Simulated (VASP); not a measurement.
# La (Pm-3m) in VASP: a series of runs

The runs below take La through single point, with PBE.

Everything below comes from runs of VASP 6.6.1. Logs are shortened: lines on timing, memory, paths and dates and some standing lists are left out, and cuts for length are marked.

**1. The cell of the first run**

Symmetry: Pm-3m, No. 221, cubic system. The conventional cell has a = 2.885 Å, b = 2.885 Å, c = 2.885 Å, α = 90.00°, β = 90.00°, γ = 90.00°. Within 3.8 Å of La (site symmetry m-3m) lie 6 La at 2.88 Å.

**2. Single point, PBE (volume scaled by 0.65)**

File INCAR:

```
PREC     = Accurate       # precision mode
ENCUT    = 500            # plane-wave cutoff, eV
EDIFF    = 1E-6           # SCF threshold, eV
ISMEAR   = -1             # smearing method
SIGMA    = 0.08           # smearing width, eV
LREAL    = False          # projectors in reciprocal space
LASPH    = True           # aspherical terms in the spheres
NELM     = 200            # most SCF steps
ALGO     = Normal         # electronic algorithm
ISIF     = 2              # what is computed and relaxed
LWAVE    = False          # write WAVECAR
LCHARG   = False          # write CHGCAR
GGA      = PE             # functional
NBANDS   = 12             # bands
GGA_COMPAT= False        
LMAXMIX  = 6              # l up to which the mixer works
```

File KPOINTS:

```
Automatic mesh
0
Gamma
  12 12 12
```

File POSCAR:

```
La
1.0
    2.8849929868      0.0000000000      0.0000000000
    0.0000000000      2.8849929868      0.0000000000
    0.0000000000      0.0000000000      2.8849929868
La
1
Direct
    0.0000000000      0.0000000000      0.0000000000
```

Potentials or basis: VASP PAW PBE potentials, release 64 (La).

Launch:

```bash
cat potpaw_PBE.64/La/POTCAR > POTCAR
mpirun -np 1 vasp_std > vasp.out
```

OUTCAR:

```text
PREC = Accurate
   ENCUT = 500
   EDIFF = 1E-6
   ISMEAR = -1
   LREAL = False
   LASPH = True
   NELM = 200
   ISIF = 2
   GGA = PE

 ion  position               nearest neighbor table
   1  0.000  0.000  0.000-

  LATTYP: Found a simple cubic cell.
 ALAT       =     2.8849929868

  Lattice vectors:

 A1 = (   2.8849929868,   0.0000000000,   0.0000000000)
 A2 = (   0.0000000000,   2.8849929868,   0.0000000000)
 A3 = (   0.0000000000,   0.0000000000,   2.8849929868)

Analysis of symmetry for initial positions (statically):
=====================================================================
 Subroutine PRICEL returns:
 Original cell was already a primitive cell.

 Routine SETGRP: Setting up the symmetry group for a
 simple cubic supercell.

 Subroutine GETGRP returns: Found 48 space group operations
 (whereof 48 operations were pure point group operations)
 out of a pool of 48 trial point group operations.

The static configuration has the point symmetry O_h .

Analysis of symmetry for dynamics (positions and initial velocities):
=====================================================================
 Subroutine PRICEL returns:
 Original cell was already a primitive cell.

 Routine SETGRP: Setting up the symmetry group for a
 simple cubic supercell.

 Subroutine GETGRP returns: Found 48 space group operations
 (whereof 48 operations were pure point group operations)
 out of a pool of 48 trial point group operations.

The dynamic configuration has the point symmetry O_h .

 Subroutine INISYM returns: Found 48 space group operations
 (whereof 48 operations are pure point group operations),
 and found     1 'primitive' translations

----------------------------------------------------------------------------------------

                                     Primitive cell

  volume of cell :      24.0123

  direct lattice vectors                    reciprocal lattice vectors
     2.884992987  0.000000000  0.000000000     0.346621293  0.000000000  0.000000000
     0.000000000  2.884992987  0.000000000     0.000000000  0.346621293  0.000000000
     0.000000000  0.000000000  2.884992987     0.000000000  0.000000000  0.346621293

  length of vectors
     2.884992987  2.884992987  2.884992987     0.346621293  0.346621293  0.346621293

  position of ions in fractional coordinates (direct lattice)
     0.000000000  0.000000000  0.000000000

  ion indices of the primitive-cell ions
[... 80 lines left out ...]
   ISIF   =      2    stress and relaxation
   ISYM   =      2    0-nonsym 1-usesym 2-fastsym
   POTIM  = 0.5000    time-step for ionic-motion
   TEBEG  =    0.0;   TEEND  =   0.0 temperature during run
   PSTRESS=    0.0 pullay stress
   NELECT =      11.0000    total number of electrons
   NUPDOWN=      -1.0000    fix difference up-down
   EMIN   =  10.00;   EMAX   =-10.00  energy-range for DOS
   EFERMI =   0.00;   METHOD = LEGACY
   ISMEAR =    -1;   SIGMA  =   0.08  broadening in eV -4-tet -1-fermi 0-gaus
   EFERMI_NEDOS =   21; number of points for ismear=-14 and -15
   IALGO  =     38    algorithm
   IMIX   =      4    mixing-type and parameters
     AMIX     =   0.40;   BMIX     =  1.00
     AMIX_MAG =   1.60;   BMIX_MAG =  1.00
  volume/ion in A,a.u.               =      24.01       162.04
  Fermi-wavevector in a.u.,A,eV,Ry     =   1.262005  2.384843 21.669398  1.592656
  Thomas-Fermi vector in A             =   2.395435
   LORBIT       =      0    0 simple, 1 ext, 2 COOP (PROOUT), +10 PAW based schemes
   GGA     = PE    functional components
   LHFCALC =     F    Hartree Fock is set to
   AEXX    =    0.0000 exact exchange contribution
   IVDW    =     0    specifies the selected vdW correction
   LEPSILON=     F    determine dielectric tensor
   LRPA    =     F    only Hartree local field effects (RPA)
 non-spin polarized calculation
  energy-cutoff  :      500.00
  volume of cell :       24.01
 maximum number of plane-waves:       627
 NGX is ok and might be reduce to    24
   NGX = 11   NGY = 11   NGZ = 11

 number of electron      10.9999999 magnetization

 Free energy of the ion-electron system (eV)
  ---------------------------------------------------
  ext. energy  EPLUGINS =         0.00000000
  ---------------------------------------------------
  free energy    TOTEN  =        -3.77312196 eV

  energy without entropy =       -3.74496745  energy(sigma->0) =       -3.75904470

 E-fermi :  12.8681     XC(G=0): -11.4139

 val. band max:       12.8219702222   @ k =   0.5000   0.1667   0.0000
 cond. band min:      12.8748793239   @ k =   0.2500   0.2500   0.0833
 fundamental gap:      0.0529091017
 Fermi energy:        12.8681057801

 k-point     1 :       0.0000    0.0000    0.0000
  band No.  band energies     occupation
      1     -20.6664      2.00000
      2      -1.4856      2.00000
      3      -1.4856      2.00000
      4      -1.4856      2.00000
      5      10.7823      2.00000
      6      10.7823      2.00000
      7      10.8731      2.00000
      8      15.5473      0.00000
      9      15.5473      0.00000
     10      15.5473      0.00000
     11      16.1814      0.00000
     12      16.1814      0.00000
[... 331 lines left out ...]
 k-point    24 :       0.4167    0.3333    0.0000
  band No.  band energies     occupation
      1     -19.2046      2.00000
      2      -5.5326      2.00000
      3      -4.6314      2.00000
      4      -0.4616      2.00000
      5       9.6798      2.00000
      6      13.3847      0.00313
      7      14.6225      0.00000
      8      15.2909      0.00000
      9      15.8394      0.00000
     10      15.9765      0.00000
     11      16.2519      0.00000
     12      16.3105      0.00000

 [... further k-points ...]

------------------------ aborting loop because EDIFF is reached ----------------------------------------

  FORCE on cell =-STRESS in cart. coord.  units (eV):
  Direction    XX          YY          ZZ          XY          YZ          ZX
  --------------------------------------------------------------------------------------
  -------------------------------------------------------------------------------------
  Total        3.3419960      3.3419960      3.3419960      0.0000000      0.0000000      0.0000000
  in kB      222.9883774    222.9883774    222.9883774      0.0000000      0.0000000      0.0000000
  external PRESSURE =     222.9883774 kB  Pullay stress =       0.0000000 kB

 VOLUME and BASIS-vectors are now :
 -----------------------------------------------------------------------------
  energy-cutoff  :      500.00
  volume of cell :       24.01
      direct lattice vectors                 reciprocal lattice vectors
     2.884992987  0.000000000  0.000000000     0.346621293  0.000000000  0.000000000
     0.000000000  2.884992987  0.000000000     0.000000000  0.346621293  0.000000000
     0.000000000  0.000000000  2.884992987     0.000000000  0.000000000  0.346621293

 POSITION                                       TOTAL-FORCE (eV/Angst)
 -----------------------------------------------------------------------------------
      0.00000      0.00000      0.00000         0.000000      0.000000      0.000000
 -----------------------------------------------------------------------------------
    total drift:                               -0.000000      0.000000      0.000000

  FREE ENERGIE OF THE ION-ELECTRON SYSTEM (eV)
  ---------------------------------------------------
  free  energy   TOTEN  =        -3.7731219569 eV

  energy  without entropy=       -3.7449674529  energy(sigma->0) =       -3.75904470
```

stdout:

```text
POSCAR found type information on POSCAR La
 POSCAR found :  1 types and       1 ions
 scaLAPACK will be used
 LDA part: xc-table for (Slater+PW92), standard interpolation
 POSCAR, INCAR and KPOINTS ok, starting setup
 FFT: planning ... GRIDC
 FFT: planning ... GRID_SOFT
 FFT: planning ... GRID
 WAVECAR not read
 entering main loop
```

Run time: 16 s. Hardware: 1 thread of Intel Xeon Platinum 8259CL at 2.50GHz (Skylake/Cascade Lake), shared host; peak memory 0.16 GiB.

What came out:

| Property | Result |
| --- | --- |
| Free energy | -3.7731 eV |
| Pressure | 22.3 GPa |

Caveat: spin-orbit coupling is left out, which moves the levels of the heavy elements.

(Part 1 of 2 ends here.)
